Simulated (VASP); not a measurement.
# BaRe2 (P6/mmm) in VASP: notebook

Aim: see how the results for BaRe2 move with the level of theory and the settings. Levels: r2SCAN, LDA. Tasks: single point.

Everything below comes from runs of VASP 6.6.1. Logs are shortened: lines on timing, memory, paths and dates and some standing lists are left out, and cuts for length are marked.

### Step 1. The cell of the first run

The structure is hexagonal, space group P6/mmm (No. 191). The conventional cell has a = 4.148 Å, b = 4.148 Å, c = 5.600 Å, α = 90.00°, β = 90.00°, γ = 120.00°. Within 4.8 Å of Ba (site symmetry 6/mmm) lie 12 Re at 3.68 Å and 6 Ba at 4.15 Å. Within 3.2 Å of Re (site symmetry -6m2) lie 3 Re at 2.39 Å.

### Step 2. Single point, r2SCAN

POSCAR

```
BaRe2
1.0
    4.1476139846     -0.0000000026      0.0000000000
   -2.0738069901      3.5919390771      0.0000000000
    0.0000000000      0.0000000000      5.6002833779
Ba Re
1 2
Direct
    0.0000000000      0.0000000000      0.0000000000
    0.3333333333      0.6666666667      0.5000000000
    0.6666666667      0.3333333333      0.5000000000
```

INCAR.step1

```
PREC = Accurate
ENCUT = 520
ISMEAR = -5
SIGMA = 0.1
LREAL = False
LASPH = True
NELM = 100
NBANDS = 19
GGA = PE
ALGO = Normal
EDIFF = 1E-4
LWAVE = True
LCHARG = False
```

INCAR.step2

```
PREC = Accurate
ENCUT = 520
EDIFF = 1E-6
ISMEAR = -5
SIGMA = 0.1
LREAL = False
LASPH = True
NELM = 100
ALGO = Normal
ISIF = 2
LWAVE = False
LCHARG = False
METAGGA = R2SCAN
LMIXTAU = True
NBANDS = 19
ISTART = 1
```

KPOINTS

```
regular mesh
0
Gamma
  5 5 5
```

Potentials or basis: VASP PAW PBE potentials, release 64 (Ba_sv, Re).

Command:

```console
$ cat potpaw_PBE.64/Ba_sv/POTCAR potpaw_PBE.64/Re/POTCAR > POTCAR
$ cp INCAR.step1 INCAR
$ mpirun -np 1 vasp_std > vasp.out
$ cp INCAR.step2 INCAR
$ mpirun -np 1 vasp_std > vasp.out
```

OUTCAR:

```text
PREC = Accurate
   ENCUT = 520
   EDIFF = 1E-6
   ISMEAR = -5
   LREAL = False
   LASPH = True
   NELM = 100
   ISIF = 2
   METAGGA = R2SCAN
   ISTART = 1

 ion  position               nearest neighbor table
   1  0.000  0.000  0.000-   2 3.68   3 3.68   2 3.68   3 3.68   3 3.68   3 3.68   2 3.68   2 3.68
                             3 3.68   3 3.68   2 3.68   2 3.68
   2  0.333  0.667  0.500-   3 2.39   3 2.39   3 2.39   1 3.68   1 3.68   1 3.68   1 3.68   1 3.68
                             1 3.68
   3  0.667  0.333  0.500-   2 2.39   2 2.39   2 2.39   1 3.68   1 3.68   1 3.68   1 3.68   1 3.68
                             1 3.68

  LATTYP: Found a hexagonal cell.
 ALAT       =     4.1476139846
 C/A-ratio  =     1.3502421871

  Lattice vectors:

 A1 = (   4.1476139846,  -0.0000000026,   0.0000000000)
 A2 = (  -2.0738069901,   3.5919390771,   0.0000000000)
 A3 = (   0.0000000000,   0.0000000000,   5.6002833779)

Analysis of symmetry for initial positions (statically):
=====================================================================
 Subroutine PRICEL returns:
 Original cell was already a primitive cell.

 Routine SETGRP: Setting up the symmetry group for a
 hexagonal supercell.

 Subroutine GETGRP returns: Found 24 space group operations
 (whereof 24 operations were pure point group operations)
 out of a pool of 24 trial point group operations.

The static configuration has the point symmetry D_6h.

Analysis of symmetry for dynamics (positions and initial velocities):
=====================================================================
 Subroutine PRICEL returns:
 Original cell was already a primitive cell.

 Routine SETGRP: Setting up the symmetry group for a
 hexagonal supercell.

 Subroutine GETGRP returns: Found 24 space group operations
 (whereof 24 operations were pure point group operations)
 out of a pool of 24 trial point group operations.

The dynamic configuration has the point symmetry D_6h.

 Subroutine INISYM returns: Found 24 space group operations
 (whereof 24 operations are pure point group operations),
 and found     1 'primitive' translations

----------------------------------------------------------------------------------------

                                     Primitive cell

  volume of cell :      83.4329

  direct lattice vectors                    reciprocal lattice vectors
     4.147613985 -0.000000003  0.000000000     0.241102476  0.139200579  0.000000000
    -2.073806990  3.591939077  0.000000000     0.000000000  0.278401159  0.000000000
     0.000000000  0.000000000  5.600283378     0.000000000  0.000000000  0.178562393

  length of vectors
     4.147613985  4.147613985  5.600283378     0.278401159  0.278401159  0.178562393

  position of ions in fractional coordinates (direct lattice)
     0.000000000  0.000000000  0.000000000
     0.333333333  0.666666667  0.500000000
     0.666666667  0.333333333  0.500000000

  ion indices of the primitive-cell ions
   primitive index   ion index
                 1           1
                 2           2
                 3           3

----------------------------------------------------------------------------------------

 KPOINTS: regular mesh

Automatic generation of k-mesh.
 Grid dimensions read from file:
 generate k-points for:    5    5    5

 Generating k-lattice:

  Cartesian coordinates                     Fractional coordinates (reciprocal lattice)
     0.048220495  0.027840116  0.000000000     0.200000000  0.000000000  0.000000000
     0.000000000  0.055680232  0.000000000    -0.000000000  0.200000000  0.000000000
     0.000000000  0.000000000  0.035712479     0.000000000  0.000000000  0.200000000

  Length of vectors
     0.055680232  0.055680232  0.035712479

  Shift w.r.t. Gamma in fractional coordinates (k-lattice)
     0.000000000  0.000000000  0.000000000

 TETIRR: Found    125 inequivalent tetrahedra from      750

 Subroutine IBZKPT returns following result:
 ===========================================

 Found     15 irreducible k-points:

 Following reciprocal coordinates:
            Coordinates               Weight
  0.000000  0.000000  0.000000      1.000000
  0.200000  0.000000  0.000000      6.000000
  0.400000  0.000000  0.000000      6.000000
  0.200000  0.200000  0.000000      6.000000
  0.400000  0.200000  0.000000      6.000000
  0.000000  0.000000  0.200000      2.000000
  0.200000  0.000000  0.200000     12.000000
  0.400000  0.000000  0.200000     12.000000
  0.200000  0.200000  0.200000     12.000000
  0.400000  0.200000  0.200000     12.000000
  0.000000  0.000000  0.400000      2.000000
  0.200000  0.000000  0.400000     12.000000
  0.400000  0.000000  0.400000     12.000000
  0.200000  0.200000  0.400000     12.000000
  0.400000  0.200000  0.400000     12.000000
   k-points           NKPTS =     15   k-points in BZ     NKDIM =     15   number of bands    NBANDS=     19
   number of dos      NEDOS =    301   number of ions     NIONS =      3
   total plane-waves  NPLWV =  43008
   dimension x,y,z NGX =    32 NGY =   32 NGZ =   42
   dimension x,y,z NGXF=    64 NGYF=   64 NGZF=   84
   ions per type =               1   2
   NGX,Y,Z   is equivalent  to a cutoff of  12.83, 12.83, 12.47 a.u.
   NGXF,Y,Z  is equivalent  to a cutoff of  25.65, 25.65, 24.94 a.u.
 SYSTEM =  unknown system
   PREC   = accura    normal or accurate (medium, high low for compatibility)
   ISTART =      1    job   : 0-new  1-cont  2-samecut
   ICHARG =      0    charge: 1-file 2-atom 10-const
   ISPIN  =      1    spin polarized calculation?
   LNONCOLLINEAR =      F non collinear calculations
   LSORBIT =      F    spin-orbit coupling
   LASPH  =      T    aspherical Exc in radial PAW
   ENCUT  =  520.0 eV  38.22 Ry    6.18 a.u.   7.71  7.71 10.41*2*pi/ulx,y,z
   NELM   =    100;   NELMIN=  2; NELMDL=  0     # of ELM steps
   EDIFF  = 0.1E-05   stopping-criterion for ELM
   LREAL  =      F    real-space projection
   EDIFFG = 0.1E-04   stopping-criterion for IOM
   NSW    =      0    number of steps for IOM
   IBRION =     -1    ionic relax: 0-MD 1-quasi-New 2-CG
   NFREE  =      0    steps in history (QN), initial steepest desc. (CG)
   ISIF   =      2    stress and relaxation
   ISYM   =      2    0-nonsym 1-usesym 2-fastsym
   POTIM  = 0.5000    time-step for ionic-motion
   TEBEG  =    0.0;   TEEND  =   0.0 temperature during run
   PSTRESS=    0.0 pullay stress
   NELECT =      24.0000    total number of electrons
   NUPDOWN=      -1.0000    fix difference up-down
   EMIN   =  10.00;   EMAX   =-10.00  energy-range for DOS
   EFERMI =   0.00;   METHOD = LEGACY
   ISMEAR =    -5;   SIGMA  =   0.10  broadening in eV -4-tet -1-fermi 0-gaus
   EFERMI_NEDOS =   21; number of points for ismear=-14 and -15
   IALGO  =     38    algorithm
   IMIX   =      4    mixing-type and parameters
     AMIX     =   0.40;   BMIX     =  1.00
     AMIX_MAG =   1.60;   BMIX_MAG =  1.00
  volume/ion in A,a.u.               =      27.81       187.68
  Fermi-wavevector in a.u.,A,eV,Ry     =   1.080686  2.042200 15.889999  1.167882
  Thomas-Fermi vector in A             =   2.216683
   LORBIT       =      0    0 simple, 1 ext, 2 COOP (PROOUT), +10 PAW based schemes
   METAGGA = R2SCAN    functional components
   LHFCALC =     F    Hartree Fock is set to
   AEXX    =    0.0000 exact exchange contribution
   IVDW    =     0    specifies the selected vdW correction
   LEPSILON=     F    determine dielectric tensor
   LRPA    =     F    only Hartree local field effects (RPA)
 non-spin polarized calculation
 Fermi weights with tetrahedron method with Bloechl corrections
  energy-cutoff  :      520.00
  volume of cell :       83.43
 maximum number of plane-waves:      2262
 NGX is ok and might be reduce to    32
   NGX = 15   NGY = 15   NGZ = 21

 number of electron      23.9999999 magnetization

 Free energy of the ion-electron system (eV)
  ---------------------------------------------------
  ext. energy  EPLUGINS =         0.00000000
  ---------------------------------------------------
  free energy    TOTEN  =      -129.21734164 eV

  energy without entropy =     -129.21734164  energy(sigma->0) =     -129.21734164

 E-fermi :   3.2941     XC(G=0): -10.7777

 val. band max:        3.1625099006   @ k =   0.2000   0.0000   0.4000
 cond. band min:       3.2142910467   @ k =   0.4000   0.0000   0.2000
 fundamental gap:      0.0517811460
 Fermi energy:         3.2940523360

 k-point     1 :       0.0000    0.0000    0.0000
  band No.  band energies     occupation
      1     -24.9111      2.00000
      2      -9.7313      2.00000
      3      -9.4472      2.00000
      4      -9.4472      2.00000
      5      -3.3002      2.00000
      6       0.3016      2.00000
[... 11 lines left out ...]
     18       6.7844      0.00000
     19       6.7844      0.00000

 k-point     2 :       0.2000    0.0000    0.0000
  band No.  band energies     occupation
      1     -24.8855      2.00000
      2      -9.7266      2.00000
      3      -9.6928      2.00000
      4      -9.5048      2.00000
      5      -2.5744      2.00000
      6       0.2221      2.00000
[... 11 lines left out ...]
     18       7.4066      0.00000
     19       7.4721      0.00000

 k-point     3 :       0.4000    0.0000    0.0000
  band No.  band energies     occupation
      1     -24.8436      2.00000
      2     -10.1330      2.00000
      3      -9.6303      2.00000
      4      -9.5955      2.00000
      5      -1.0219      2.00000
      6      -0.7741      2.00000
[... 11 lines left out ...]
     18       8.5459      0.00000
     19       8.7613      0.00000

 k-point     4 :       0.2000    0.2000    0.0000
  band No.  band energies     occupation
      1     -24.8517      2.00000
      2      -9.9914      2.00000
      3      -9.6550      2.00000
      4      -9.6426      2.00000
      5      -1.3326      2.00000
      6      -0.9784      2.00000
[... 209 lines left out ...]
     18       7.2953      0.00000
     19       8.4215      0.00000

 k-point    14 :       0.2000    0.2000    0.4000
  band No.  band energies     occupation
      1     -24.8510      2.00000
      2      -9.9695      2.00000
      3      -9.6858      2.00000
      4      -9.6585      2.00000
      5      -1.3700      2.00000
      6      -0.7300      2.00000
[... 11 lines left out ...]
     18       7.8124      0.00000
     19       8.7705      0.00000

 k-point    15 :       0.4000    0.2000    0.4000
  band No.  band energies     occupation
      1     -24.8305      2.00000
      2     -10.0869      2.00000
      3      -9.7849      2.00000
      4      -9.6262      2.00000
      5      -1.4224      2.00000
      6      -0.3273      2.00000
[... 11 lines left out ...]
     18       6.8824      0.00000
     19       9.0837      0.00000

------------------------ aborting loop because EDIFF is reached ----------------------------------------

  FORCE on cell =-STRESS in cart. coord.  units (eV):
  Direction    XX          YY          ZZ          XY          YZ          ZX
  --------------------------------------------------------------------------------------
  -------------------------------------------------------------------------------------
  Total       -0.4501781     -0.4501781      0.1695293      0.0000000      0.0000000      0.0000000
  in kB       -8.6448546     -8.6448546      3.2555029      0.0000000      0.0000000      0.0000000
  external PRESSURE =      -4.6780687 kB  Pullay stress =       0.0000000 kB

 VOLUME and BASIS-vectors are now :
 -----------------------------------------------------------------------------
  energy-cutoff  :      520.00
  volume of cell :       83.43
      direct lattice vectors                 reciprocal lattice vectors
     4.147613985 -0.000000003  0.000000000     0.241102476  0.139200579  0.000000000
    -2.073806990  3.591939077  0.000000000     0.000000000  0.278401159  0.000000000
     0.000000000  0.000000000  5.600283378     0.000000000  0.000000000  0.178562393

 POSITION                                       TOTAL-FORCE (eV/Angst)
 -----------------------------------------------------------------------------------
      0.00000      0.00000      0.00000         0.000000     -0.000000      0.000000
      0.00000      2.39463      2.80014        -0.000000     -0.000000      0.000000
      2.07381      1.19731      2.80014         0.000000      0.000000      0.000000
 -----------------------------------------------------------------------------------
    total drift:                                0.000000     -0.000000     -0.000000

  FREE ENERGIE OF THE ION-ELECTRON SYSTEM (eV)
  ---------------------------------------------------
  free  energy   TOTEN  =      -129.2173416444 eV

  energy  without entropy=     -129.2173416444  energy(sigma->0) =     -129.21734164
```

It took 73 s on 1 thread of Intel Xeon Platinum 8488C (Sapphire Rapids), shared host; peak memory 0.21 GiB.

What came out:

```yaml
Free_energy: -129.2173 eV
Pressure: -0.5 GPa
Band_gap_on_the_k_mesh: zero (band 12 reaches 3.71 eV, above the bottom of band 13 at 2.39 eV)
```

Stress tensor (GPa, compression positive):
```
-0.86  0.00  0.00
 0.00 -0.86  0.00
 0.00  0.00  0.33
```

Caveat: the PAW data sets were made with another functional, which shifts forces and pressure a little; spin-orbit coupling is left out, which moves the levels of the heavy elements; tetrahedron occupations give inexact forces and stress in metals.

### Step 3. Single point, LDA

This run uses another cell than the first one, of 26.10 Å³/atom, 0.938 times its volume.

INCAR

```
PREC     = Accurate       # precision mode
ENCUT    = 520            # plane-wave cutoff, eV
EDIFF    = 1E-7           # SCF threshold, eV
ISMEAR   = -5             # smearing method
SIGMA    = 0.1            # smearing width, eV
LREAL    = False          # projectors in reciprocal space
LASPH    = True           # aspherical terms in the spheres
NELM     = 100            # most SCF steps
ALGO     = Normal         # electronic algorithm
ISIF     = 2              # what is computed and relaxed
LWAVE    = False          # write WAVECAR
LCHARG   = False          # write CHGCAR
NBANDS   = 19             # bands
```

KPOINTS

```
Automatic mesh
0
Gamma
  5 5 5
```

POSCAR

```
BaRe2
1.0
    4.1124260592     -0.0000000026      0.0000000000
   -2.0562130274      3.5614654398      0.0000000000
    0.0000000000      0.0000000000      5.3458072452
Ba Re
1 2
Direct
    0.0000000000      0.0000000000      0.0000000000
    0.3333333333      0.6666666667      0.5000000000
    0.6666666667      0.3333333333      0.5000000000
```

Potentials or basis: VASP PAW LDA potentials, release 64 (Ba_sv, Re).

Command:

```console
$ cat potpaw_LDA.64/Ba_sv/POTCAR potpaw_LDA.64/Re/POTCAR > POTCAR
$ mpirun -np 1 vasp_std > vasp.out
```

Wall time 24 s (1 thread of Intel Xeon Platinum 8488C (Sapphire Rapids), shared host); peak memory 0.17 GiB.

Results (log left out):

- Free energy: -27.3594 eV
- Pressure: -0.1 GPa
- Band gap on the k mesh: zero (band 12 reaches 3.93 eV, above the bottom of band 13 at 2.79 eV)

Stress tensor (GPa, compression positive):
```
-0.60  0.00  0.00
 0.00 -0.60  0.00
 0.00  0.00  0.87
```

Levels at points of the mesh, in eV from the Fermi level:
```csv
k point,band 8,band 9,band 10,band 11,band 12,band 13,band 14,band 15,band 16,band 17
"(0.00, 0.00, 0.00)",-2.24,-1.43,-1.43,-0.92,-0.92,1.05,1.05,1.18,2.32,2.36
```

Caveat: spin-orbit coupling is left out, which moves the levels of the heavy elements; tetrahedron occupations give inexact forces and stress in metals.

### Step 4. Single point, r2SCAN

POSCAR

```
BaRe2
1.0
    4.1476141022     -0.0000000026      0.0000000000
   -2.0738070489      3.5919391789      0.0000000000
    0.0000000000      0.0000000000      5.6002836602
Ba Re
1 2
Direct
    0.0000000000      0.0000000000      0.0000000000
    0.3333333333      0.6666666667      0.5000000000
    0.6666666667      0.3333333333      0.5000000000
```

INCAR.step1

```
ALGO = Normal
EDIFF = 1E-4
ENCUT = 520
GGA = PE
ISMEAR = -5
LASPH = True
LCHARG = False
LREAL = False
LWAVE = True
NBANDS = 19
NELM = 100
PREC = Accurate
SIGMA = 0.1
```

INCAR.step2

```
ALGO = Normal
EDIFF = 1E-6
ENCUT = 520
ISIF = 2
ISMEAR = -5
ISTART = 1
LASPH = True
LCHARG = True
LELF = True
LMIXTAU = True
LREAL = False
LVHAR = True
LWAVE = False
METAGGA = R2SCAN
NBANDS = 19
NELM = 100
PREC = Accurate
SIGMA = 0.1
```

KPOINTS

```
k-points
0
Gamma
  5 5 5
```

Potentials or basis: VASP PAW PBE potentials, release 64 (Ba_sv, Re).

Command:

```console
$ cat potpaw_PBE.64/Ba_sv/POTCAR potpaw_PBE.64/Re/POTCAR > POTCAR
$ cp INCAR.step1 INCAR
$ mpirun -np 1 vasp_std > vasp.out
$ cp INCAR.step2 INCAR
$ mpirun -np 1 vasp_std > vasp.out
```

Run time: 1.9 min. Hardware: 1 thread of Intel Xeon Platinum 8488C (Sapphire Rapids), shared host; peak memory 0.21 GiB.

Results (log left out):

```
Free energy            : -129.2173 eV
Pressure               : -0.5 GPa
Band gap on the k mesh : zero (band 12 reaches 3.71 eV, above the bottom of band 13 at 2.39 eV)
```

Stress tensor (GPa, compression positive):
```
-0.86  0.00  0.00
 0.00 -0.86  0.00
 0.00  0.00  0.33
```

Levels at points of the mesh, in eV from the Fermi level:
```csv
k point,band 8,band 9,band 10,band 11,band 12,band 13,band 14,band 15,band 16,band 17
"(0.00, 0.00, 0.00)",-2.20,-1.34,-1.34,-0.99,-0.99,1.29,1.30,1.30,1.76,2.34
```

Caveat: the PAW data sets were made with another functional, which shifts forces and pressure a little; spin-orbit coupling is left out, which moves the levels of the heavy elements; tetrahedron occupations give inexact forces and stress in metals.
